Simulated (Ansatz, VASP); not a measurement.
# TaN: VASP beside Ansatz

The input INCAR:

```
PREC = Accurate
ENCUT = 520
EDIFF = 1E-7
ISMEAR = -1
SIGMA = 0.02
LREAL = F
LASPH = T
NELM = 150
ALGO = Normal
ISIF = 2
LWAVE = F
LCHARG = F
LNONCOLLINEAR = T
MAGMOM = 0 0 0 0 0 0
LORBIT = 11
LSORBIT = T
GGA_COMPAT = F
LORBMOM = T
LMAXMIX = 4
GGA = PE
NBANDS = 28
```

File KPOINTS:

```
regular mesh
0
Gamma
  11 11 11
```

File POSCAR:

```
TaN
1.0
    0.0000000000      2.2085294952      2.2085294952
    2.2085294952      0.0000000000      2.2085294952
    2.2085294952      2.2085294952      0.0000000000
Ta N
1 1
Direct
    0.5000000000      0.5000000000      0.5000000000
    0.0000000000      0.0000000000      0.0000000000
```

Input for Ansatz:

```yaml
crystal:
  lattice:
    - [0.0, 2.2085294952, 2.2085294952]
    - [2.2085294952, 0.0, 2.2085294952]
    - [2.2085294952, 2.2085294952, 0.0]
  atoms:
    - { symbol: Ta, position: [0.5, 0.5, 0.5] }
    - { symbol: "N", position: [0.0, 0.0, 0.0] }
kpoints:
  mp_grid: { grid: [11, 11, 11] }
  band_path:
    path:
      - [0.0, 0.0, 0.0]
      - [0.5, 0.0, 0.5]
      - [0.625, 0.25, 0.625]
      - [0.375, 0.375, 0.75]
      - [0.0, 0.0, 0.0]
      - [0.5, 0.5, 0.5]
      - [0.5, 0.25, 0.75]
      - [0.5, 0.0, 0.5]
    npoints: 8
scf:
  occupations: { method: fermi_dirac, width: 0.02 }
hamiltonian:
  xc: pbe
  pseudopotentials: { kind: paw_fr }
output:
  forces: true
  stress: true
  eigenvalues: true
magnetization:
  noncollinear: true
  spin_orbit: true
```

Alike in both runs: task single point; functional PBE; k mesh 11 × 11 × 11; occupations fermi-dirac, width 0.02 eV; non-collinear spin, spin-orbit coupling.

|  | VASP | Ansatz |
| --- | --- | --- |
| version | VASP 6.6.1 | Ansatz 0.2.0 |
| potentials or method | VASP PAW PBE potentials, release 64 (Ta_pv, N) | PAW with Ansatz's default frozen-core files, fully relativistic files with spin-orbit coupling |
| plane-wave cutoff (eV) | 520 | 420 |
| valence electrons in the cell | 16 | 18 |

Ansatz gave:

| Property | Result |
| --- | --- |
| pressure (GPa) | -0.1 |
| net moment per atom (μB) | 0.00 |

Question: What did VASP give for the same quantities?

Answer: Pressure (GPa): 1.4; net moment per atom (μB): 0.00.

VASP's potentials hold 16 valence electrons a cell and Ansatz's 18, so a difference there can come from the potentials and not from the codes.
